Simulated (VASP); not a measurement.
# PbS (Fm-3m) in VASP: a series of runs, part 2 of 3

VASP 6.6.1.

## 3. Electric field gradients, LDA (volume scaled by 1.01)

INCAR reads:

```
ALGO = Normal
EDIFF = 1E-8
ENCUT = 520
GGA = CA
ISIF = 2
ISMEAR = -1
LASPH = True
LCHARG = False
LEFG = True
LREAL = False
LWAVE = False
NBANDS = 17
NELM = 80
PREC = Accurate
SIGMA = 0.01
```

KPOINTS reads:

```
k-points
0
Gamma
  7 7 7
```

POSCAR reads:

```
PbS
1.0
    0.0000000000      2.9748505707      2.9748505707
    2.9748505707      0.0000000000      2.9748505707
    2.9748505707      2.9748505707      0.0000000000
Pb S
1 1
Direct
    0.0000000000      0.0000000000      0.0000000000
    0.5000000000      0.5000000000      0.5000000000
```

Potentials or basis: VASP PAW LDA potentials, release 64 (Pb_d, S).

On the command line:

```sh
> cat potpaw_LDA.64/Pb_d/POTCAR potpaw_LDA.64/S/POTCAR > POTCAR
> mpirun -np 1 vasp_std > vasp.out
```

OUTCAR:

```text
EDIFF = 1E-8
   ENCUT = 520
   GGA = CA
   ISIF = 2
   ISMEAR = -1
   LASPH = True
   LREAL = False
   NELM = 80
   PREC = Accurate

 ion  position               nearest neighbor table
   1  0.000  0.000  0.000-   2 2.97   2 2.97   2 2.97   2 2.97   2 2.97   2 2.97
   2  0.500  0.500  0.500-   1 2.97   1 2.97   1 2.97   1 2.97   1 2.97   1 2.97

  LATTYP: Found a face centered cubic cell.
 ALAT       =     5.9497011414

  Lattice vectors:

 A1 = (   0.0000000000,   2.9748505707,   2.9748505707)
 A2 = (   2.9748505707,   0.0000000000,   2.9748505707)
 A3 = (   2.9748505707,   2.9748505707,   0.0000000000)

Analysis of symmetry for initial positions (statically):
=====================================================================
 Subroutine PRICEL returns:
 Original cell was already a primitive cell.

 Routine SETGRP: Setting up the symmetry group for a
 face centered cubic supercell.

 Subroutine GETGRP returns: Found 48 space group operations
 (whereof 48 operations were pure point group operations)
 out of a pool of 48 trial point group operations.

The static configuration has the point symmetry O_h .

Analysis of symmetry for dynamics (positions and initial velocities):
=====================================================================
 Subroutine PRICEL returns:
 Original cell was already a primitive cell.

 Routine SETGRP: Setting up the symmetry group for a
 face centered cubic supercell.

 Subroutine GETGRP returns: Found 48 space group operations
 (whereof 48 operations were pure point group operations)
 out of a pool of 48 trial point group operations.

The dynamic configuration has the point symmetry O_h .

 Subroutine INISYM returns: Found 48 space group operations
 (whereof 48 operations are pure point group operations),
 and found     1 'primitive' translations

----------------------------------------------------------------------------------------

                                     Primitive cell

  volume of cell :      52.6533

  direct lattice vectors                    reciprocal lattice vectors
     0.000000000  2.974850571  2.974850571    -0.168075669  0.168075669  0.168075669
     2.974850571  0.000000000  2.974850571     0.168075669 -0.168075669  0.168075669
     2.974850571  2.974850571  0.000000000     0.168075669  0.168075669 -0.168075669

  length of vectors
     4.207074023  4.207074023  4.207074023     0.291115598  0.291115598  0.291115598

  position of ions in fractional coordinates (direct lattice)
     0.000000000  0.000000000  0.000000000
     0.500000000  0.500000000  0.500000000

  ion indices of the primitive-cell ions
   primitive index   ion index
                 1           1
                 2           2

----------------------------------------------------------------------------------------

 KPOINTS: k-points

Automatic generation of k-mesh.
[... 65 lines left out ...]
   IBRION =     -1    ionic relax: 0-MD 1-quasi-New 2-CG
   NFREE  =      0    steps in history (QN), initial steepest desc. (CG)
   ISIF   =      2    stress and relaxation
   ISYM   =      2    0-nonsym 1-usesym 2-fastsym
   POTIM  = 0.5000    time-step for ionic-motion
   TEBEG  =    0.0;   TEEND  =   0.0 temperature during run
   PSTRESS=    0.0 pullay stress
   NELECT =      20.0000    total number of electrons
   NUPDOWN=      -1.0000    fix difference up-down
   EMIN   =  10.00;   EMAX   =-10.00  energy-range for DOS
   EFERMI =   0.00;   METHOD = LEGACY
   ISMEAR =    -1;   SIGMA  =   0.01  broadening in eV -4-tet -1-fermi 0-gaus
   EFERMI_NEDOS =   21; number of points for ismear=-14 and -15
   IALGO  =     38    algorithm
   IMIX   =      4    mixing-type and parameters
     AMIX     =   0.40;   BMIX     =  1.00
     AMIX_MAG =   1.60;   BMIX_MAG =  1.00
  volume/ion in A,a.u.               =      26.33       177.66
  Fermi-wavevector in a.u.,A,eV,Ry     =   1.185613  2.240484 19.125418  1.405679
  Thomas-Fermi vector in A             =   2.321803
   LORBIT       =      0    0 simple, 1 ext, 2 COOP (PROOUT), +10 PAW based schemes
   GGA     = CA    functional components
   LHFCALC =     F    Hartree Fock is set to
   AEXX    =    0.0000 exact exchange contribution
   IVDW    =     0    specifies the selected vdW correction
   LEPSILON=     F    determine dielectric tensor
   LRPA    =     F    only Hartree local field effects (RPA)
 non-spin polarized calculation
  energy-cutoff  :      520.00
  volume of cell :       52.65
 maximum number of plane-waves:      1430
   NGX = 15   NGY = 15   NGZ = 15

 number of electron      20.0000000 magnetization

 Free energy of the ion-electron system (eV)
  ---------------------------------------------------
  ext. energy  EPLUGINS =         0.00000000
  ---------------------------------------------------
  free energy    TOTEN  =        -9.97627883 eV

  energy without entropy =       -9.97627883  energy(sigma->0) =       -9.97627883

 E-fermi :   5.4127     XC(G=0):  -9.9879

 val. band max:        5.1787291756   @ k =   0.4286   0.0000   0.0000
 cond. band min:       6.0614360197   @ k =   0.4286   0.0000   0.0000
 fundamental gap:      0.8827068441
 Fermi energy:         5.4126509053

 k-point     1 :       0.0000    0.0000    0.0000
  band No.  band energies     occupation
      1     -11.2868      2.00000
      2     -11.2868      2.00000
      3     -11.2868      2.00000
      4     -11.2776      2.00000
      5     -11.2776      2.00000
      6      -8.0157      2.00000
[... 377 lines left out ...]
      4     -11.2607      2.00000
      5     -11.2295      2.00000
      6      -6.3219      2.00000
[... 9 lines left out ...]
     16      17.1612      0.00000
     17      17.7263      0.00000

------------------------ aborting loop because EDIFF is reached ----------------------------------------

  FORCE on cell =-STRESS in cart. coord.  units (eV):
  Direction    XX          YY          ZZ          XY          YZ          ZX
  --------------------------------------------------------------------------------------
  -------------------------------------------------------------------------------------
  Total       -1.0133638     -1.0133638     -1.0133638      0.0000000      0.0000000     -0.0000000
  in kB      -30.8354641    -30.8354641    -30.8354641      0.0000000      0.0000000     -0.0000000
  external PRESSURE =     -30.8354641 kB  Pullay stress =       0.0000000 kB

 VOLUME and BASIS-vectors are now :
 -----------------------------------------------------------------------------
  energy-cutoff  :      520.00
  volume of cell :       52.65
      direct lattice vectors                 reciprocal lattice vectors
     0.000000000  2.974850571  2.974850571    -0.168075669  0.168075669  0.168075669
     2.974850571  0.000000000  2.974850571     0.168075669 -0.168075669  0.168075669
     2.974850571  2.974850571  0.000000000     0.168075669  0.168075669 -0.168075669

 POSITION                                       TOTAL-FORCE (eV/Angst)
 -----------------------------------------------------------------------------------
      0.00000      0.00000      0.00000        -0.000000     -0.000000     -0.000000
      2.97485      2.97485      2.97485         0.000000      0.000000      0.000000
 -----------------------------------------------------------------------------------
    total drift:                                0.000000     -0.000000     -0.000000

  FREE ENERGIE OF THE ION-ELECTRON SYSTEM (eV)
  ---------------------------------------------------
  free  energy   TOTEN  =        -9.9762788287 eV

  energy  without entropy=       -9.9762788287  energy(sigma->0) =       -9.97627883

 Electric field gradients (V/A^2)
---------------------------------------------------------------------
 ion       V_xx      V_yy      V_zz      V_xy      V_xz      V_yz
---------------------------------------------------------------------
   1      -0.000    -0.000    -0.000    -0.001    -0.001    -0.001
   2      -0.000    -0.000     0.000    -0.000    -0.000    -0.000
---------------------------------------------------------------------

 Electric field gradients after diagonalization (V/A^2)
 (convention: |V_zz| > |V_xx| > |V_yy|)
----------------------------------------------------------------------
 ion       V_xx      V_yy      V_zz     asymmetry (V_yy - V_xx)/ V_zz
----------------------------------------------------------------------
   1       0.001     0.001    -0.002       0.000
   2       0.000     0.000    -0.001       0.000
----------------------------------------------------------------------

           NMR quadrupolar parameters

 Cq : quadrupolar parameter    Cq=e*Q*V_zz/h
 eta: asymmetry parameters     (V_yy - V_xx)/ V_zz
 Q  : nuclear electric quadrupole moment in mb (millibarn)
----------------------------------------------------------------------
 ion       Cq(MHz)       eta       Q (mb)
----------------------------------------------------------------------
   1      -0.000       0.000       1.000
   2      -0.000       0.000       1.000
----------------------------------------------------------------------
```

stdout:

```text
POSCAR found type information on POSCAR PbS
 POSCAR found :  2 types and       2 ions
 scaLAPACK will be used
 LDA part: xc-table for (Slater(with rela. corr.)+CA(PZ))
 , standard interpolation
 POSCAR, INCAR and KPOINTS ok, starting setup
 FFT: planning ... GRIDC
 FFT: planning ... GRID_SOFT
 FFT: planning ... GRID
 WAVECAR not read
 entering main loop
ion   1

ion   2
```

Wall time 28 s (1 thread of Intel Xeon 8259CL, shared host); peak memory 0.15 GiB.

Results:

- Free energy: -9.9763 eV
- Pressure: -3.1 GPa

Levels at points of the mesh, in eV from the Fermi level:
```tsv
k point	band 6	band 7	band 8	band 9	band 10	band 11	band 12	band 13	band 14	band 15
(0.00, 0.00, 0.00)	-13.43	-6.04	-2.06	-2.06	-2.06	5.10	5.10	5.10	6.73	6.73
```

Caveat: this odd mesh misses L, where the gap lies, so gap, dielectric constants and Born charges aren't listed; without QUAD_EFG the Cq values of the log hold for a quadrupole moment of 1 mb, not for the nuclei; spin-orbit coupling is left out, which moves the levels of the heavy elements.

## 4. Electric field gradients, LDA (volume scaled by 1.01)

INCAR reads:

```
SYSTEM = PbS
PREC     = Accurate       ! precision mode
ENCUT    = 520            ! plane-wave cutoff, eV
EDIFF    = 1E-8           ! SCF threshold, eV
ISMEAR   = -1             ! smearing method
SIGMA    = 0.01           ! smearing width, eV
LREAL    = .FALSE.        ! projectors in reciprocal space
LASPH    = .TRUE.         ! aspherical terms in the spheres
NELM     = 60             ! most SCF steps
ALGO     = Normal         ! electronic algorithm
ISIF     = 2              ! what is computed and relaxed
LWAVE    = .FALSE.        ! write WAVECAR
LCHARG   = .FALSE.        ! write CHGCAR
GGA      = CA             ! functional
LEFG     = .TRUE.       
NBANDS   = 17             ! bands
```

KPOINTS reads:

```
regular mesh
0
G
  7 7 7
  0 0 0
```

POSCAR is that of step 3.

Potentials or basis: VASP PAW LDA potentials, release 64 (Pb_d, S).

On the command line:

```sh
> cat potpaw_LDA.64/Pb_d/POTCAR potpaw_LDA.64/S/POTCAR > POTCAR
> mpirun -np 1 vasp_std > vasp.out
```

OUTCAR:

```text
SYSTEM = PbS
   PREC = Accurate
   ENCUT = 520
   EDIFF = 1E-8
   ISMEAR = -1
   LREAL = .FALSE.
   LASPH = .TRUE.
   NELM = 60
   ISIF = 2
   GGA = CA

 ion  position               nearest neighbor table
   1  0.000  0.000  0.000-   2 2.97   2 2.97   2 2.97   2 2.97   2 2.97   2 2.97
   2  0.500  0.500  0.500-   1 2.97   1 2.97   1 2.97   1 2.97   1 2.97   1 2.97

  LATTYP: Found a face centered cubic cell.
 ALAT       =     5.9497011414

  Lattice vectors:

 A1 = (   0.0000000000,   2.9748505707,   2.9748505707)
 A2 = (   2.9748505707,   0.0000000000,   2.9748505707)
 A3 = (   2.9748505707,   2.9748505707,   0.0000000000)

Analysis of symmetry for initial positions (statically):
=====================================================================
 Subroutine PRICEL returns:
 Original cell was already a primitive cell.

 Routine SETGRP: Setting up the symmetry group for a
 face centered cubic supercell.

 Subroutine GETGRP returns: Found 48 space group operations
 (whereof 48 operations were pure point group operations)
 out of a pool of 48 trial point group operations.

The static configuration has the point symmetry O_h .

Analysis of symmetry for dynamics (positions and initial velocities):
=====================================================================
 Subroutine PRICEL returns:
 Original cell was already a primitive cell.

 Routine SETGRP: Setting up the symmetry group for a
 face centered cubic supercell.

 Subroutine GETGRP returns: Found 48 space group operations
 (whereof 48 operations were pure point group operations)
 out of a pool of 48 trial point group operations.

The dynamic configuration has the point symmetry O_h .

 Subroutine INISYM returns: Found 48 space group operations
 (whereof 48 operations are pure point group operations),
 and found     1 'primitive' translations

----------------------------------------------------------------------------------------

                                     Primitive cell

  volume of cell :      52.6533

  direct lattice vectors                    reciprocal lattice vectors
     0.000000000  2.974850571  2.974850571    -0.168075669  0.168075669  0.168075669
     2.974850571  0.000000000  2.974850571     0.168075669 -0.168075669  0.168075669
     2.974850571  2.974850571  0.000000000     0.168075669  0.168075669 -0.168075669

  length of vectors
     4.207074023  4.207074023  4.207074023     0.291115598  0.291115598  0.291115598

  position of ions in fractional coordinates (direct lattice)
     0.000000000  0.000000000  0.000000000
     0.500000000  0.500000000  0.500000000

  ion indices of the primitive-cell ions
   primitive index   ion index
                 1           1
                 2           2

----------------------------------------------------------------------------------------

 KPOINTS: regular mesh

Automatic generation of k-mesh.
 Grid dimensions read from file:
 generate k-points for:    7    7    7
[... 65 lines left out ...]
   ISIF   =      2    stress and relaxation
   ISYM   =      2    0-nonsym 1-usesym 2-fastsym
   POTIM  = 0.5000    time-step for ionic-motion
   TEBEG  =    0.0;   TEEND  =   0.0 temperature during run
   PSTRESS=    0.0 pullay stress
   NELECT =      20.0000    total number of electrons
   NUPDOWN=      -1.0000    fix difference up-down
   EMIN   =  10.00;   EMAX   =-10.00  energy-range for DOS
   EFERMI =   0.00;   METHOD = LEGACY
   ISMEAR =    -1;   SIGMA  =   0.01  broadening in eV -4-tet -1-fermi 0-gaus
   EFERMI_NEDOS =   21; number of points for ismear=-14 and -15
   IALGO  =     38    algorithm
   IMIX   =      4    mixing-type and parameters
     AMIX     =   0.40;   BMIX     =  1.00
     AMIX_MAG =   1.60;   BMIX_MAG =  1.00
  volume/ion in A,a.u.               =      26.33       177.66
  Fermi-wavevector in a.u.,A,eV,Ry     =   1.185613  2.240484 19.125418  1.405679
  Thomas-Fermi vector in A             =   2.321803
   LORBIT       =      0    0 simple, 1 ext, 2 COOP (PROOUT), +10 PAW based schemes
   GGA     = CA    functional components
   LHFCALC =     F    Hartree Fock is set to
   AEXX    =    0.0000 exact exchange contribution
   IVDW    =     0    specifies the selected vdW correction
   LEPSILON=     F    determine dielectric tensor
   LRPA    =     F    only Hartree local field effects (RPA)
 non-spin polarized calculation
  energy-cutoff  :      520.00
  volume of cell :       52.65
 maximum number of plane-waves:      1430
   NGX = 15   NGY = 15   NGZ = 15

 number of electron      20.0000000 magnetization

 Free energy of the ion-electron system (eV)
  ---------------------------------------------------
  ext. energy  EPLUGINS =         0.00000000
  ---------------------------------------------------
  free energy    TOTEN  =        -9.97627883 eV

  energy without entropy =       -9.97627883  energy(sigma->0) =       -9.97627883

 E-fermi :   5.4127     XC(G=0):  -9.9879

 val. band max:        5.1787291756   @ k =   0.4286   0.0000   0.0000
 cond. band min:       6.0614360197   @ k =   0.4286   0.0000   0.0000
 fundamental gap:      0.8827068441
 Fermi energy:         5.4126509053

 k-point     1 :       0.0000    0.0000    0.0000
  band No.  band energies     occupation
      1     -11.2868      2.00000
      2     -11.2868      2.00000
      3     -11.2868      2.00000
      4     -11.2776      2.00000
      5     -11.2776      2.00000
      6      -8.0157      2.00000
[... 377 lines left out ...]
      4     -11.2607      2.00000
      5     -11.2295      2.00000
      6      -6.3219      2.00000
[... 9 lines left out ...]
     16      17.1612      0.00000
     17      17.7263      0.00000

------------------------ aborting loop because EDIFF is reached ----------------------------------------

  FORCE on cell =-STRESS in cart. coord.  units (eV):
  Direction    XX          YY          ZZ          XY          YZ          ZX
  --------------------------------------------------------------------------------------
  -------------------------------------------------------------------------------------
  Total       -1.0133638     -1.0133638     -1.0133638      0.0000000      0.0000000     -0.0000000
  in kB      -30.8354641    -30.8354641    -30.8354641      0.0000000      0.0000000     -0.0000000
  external PRESSURE =     -30.8354641 kB  Pullay stress =       0.0000000 kB

 VOLUME and BASIS-vectors are now :
 -----------------------------------------------------------------------------
  energy-cutoff  :      520.00
  volume of cell :       52.65
      direct lattice vectors                 reciprocal lattice vectors
     0.000000000  2.974850571  2.974850571    -0.168075669  0.168075669  0.168075669
     2.974850571  0.000000000  2.974850571     0.168075669 -0.168075669  0.168075669
     2.974850571  2.974850571  0.000000000     0.168075669  0.168075669 -0.168075669

 POSITION                                       TOTAL-FORCE (eV/Angst)
 -----------------------------------------------------------------------------------
      0.00000      0.00000      0.00000        -0.000000     -0.000000     -0.000000
      2.97485      2.97485      2.97485         0.000000      0.000000      0.000000
 -----------------------------------------------------------------------------------
    total drift:                                0.000000     -0.000000     -0.000000

  FREE ENERGIE OF THE ION-ELECTRON SYSTEM (eV)
  ---------------------------------------------------
  free  energy   TOTEN  =        -9.9762788287 eV

  energy  without entropy=       -9.9762788287  energy(sigma->0) =       -9.97627883

 Electric field gradients (V/A^2)
---------------------------------------------------------------------
 ion       V_xx      V_yy      V_zz      V_xy      V_xz      V_yz
---------------------------------------------------------------------
   1      -0.000    -0.000    -0.000    -0.001    -0.001    -0.001
   2      -0.000    -0.000     0.000    -0.000    -0.000    -0.000
---------------------------------------------------------------------

 Electric field gradients after diagonalization (V/A^2)
 (convention: |V_zz| > |V_xx| > |V_yy|)
----------------------------------------------------------------------
 ion       V_xx      V_yy      V_zz     asymmetry (V_yy - V_xx)/ V_zz
----------------------------------------------------------------------
   1       0.001     0.001    -0.002       0.000
   2       0.000     0.000    -0.001       0.000
----------------------------------------------------------------------

           NMR quadrupolar parameters

 Cq : quadrupolar parameter    Cq=e*Q*V_zz/h
 eta: asymmetry parameters     (V_yy - V_xx)/ V_zz
 Q  : nuclear electric quadrupole moment in mb (millibarn)
----------------------------------------------------------------------
 ion       Cq(MHz)       eta       Q (mb)
----------------------------------------------------------------------
   1      -0.000       0.000       1.000
   2      -0.000       0.000       1.000
----------------------------------------------------------------------
```

Run time: 36 s. Hardware: 1 thread of Intel Xeon 8259CL, shared host; peak memory 0.16 GiB.

What came out:

```
Free energy : -9.9763 eV
Pressure    : -3.1 GPa
```

Caveat: this odd mesh misses L, where the gap lies, so gap, dielectric constants and Born charges aren't listed; without QUAD_EFG the Cq values of the log hold for a quadrupole moment of 1 mb, not for the nuclei; spin-orbit coupling is left out, which moves the levels of the heavy elements.

(Part 2 of 3 ends here.)
